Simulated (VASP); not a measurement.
**NiO: single point with PBE**

Crystal: NiO.

```
CELL_PARAMETERS angstrom
2.82883 0.00000 0.00000
0.00000 2.82883 0.00000
0.00000 0.00000 5.01636
ATOMIC_POSITIONS crystal
Ni 0.00000 0.50000 0.50000
Ni 0.50000 0.00000 0.00000
O 0.00000 0.00000 0.25000
O 0.00000 0.00000 0.75000
```

```json
{
 "Program": "VASP 6.6.1",
 "Task": "single point",
 "Functional": "PBE",
 "Potentials or basis": "VASP PAW PBE potentials, release 64 (Ni, O)",
 "Cutoff": "520 eV",
 "k mesh": "6 × 6 × 4",
 "Occupations": "gaussian, width 0.1 eV",
 "Spin": "no spin polarisation",
 "Dipole correction": "no",
 "Further INCAR settings": "ALGO = Normal; EDIFF = 1e-07; NBANDS = 24"
}
```

The pressure is 0.5 GPa and the band gap on the k mesh is zero (bands 16 and 17 overlap by 0.30 eV).

Stress tensor (GPa, compression positive):
```
0.34 0.00 0.00
0.00 0.34 0.00
0.00 0.00 0.80
```

Levels at points of the mesh, in eV from the Fermi level:
| k point | band 14 | band 15 | band 16 | band 17 | band 18 | band 19 |
| --- | --- | --- | --- | --- | --- | --- |
| (0.00, 0.00, 0.00) | -1.23 | -1.10 | -1.10 | 1.50 | 1.50 | 2.69 |
| (0.50, 0.00, 0.00) | -0.90 | -0.63 | -0.19 | 0.98 | 1.16 | 4.22 |
| (0.50, 0.50, 0.00) | -1.28 | -0.54 | 0.17 | 0.17 | 1.92 | 2.43 |
| (0.00, 0.00, 0.50) | -1.16 | -0.57 | -0.57 | 0.81 | 0.81 | 4.53 |
| (0.50, 0.00, 0.50) | -1.19 | -0.98 | -0.42 | 0.91 | 1.54 | 4.69 |
| (0.50, 0.50, 0.50) | -1.06 | -0.04 | -0.04 | 0.43 | 0.43 | 4.64 |

Run time: 28 s on 1 thread of Intel(R) Xeon(R) Platinum 8259CL CPU @ 2.50GHz (Skylake/Cascade Lake), with other jobs on the host, peak memory 0.16 GiB.

Caveat: the k points lie up to 0.37 Å⁻¹ apart; the run has no spin polarisation, though such a crystal can be magnetic; semilocal functionals often make such compounds metallic where correlation or magnetic order opens a gap, which also shifts bond lengths. With open d or f shells a metallic result of PBE can be an artefact of self-interaction; +U or a hybrid may open a gap.
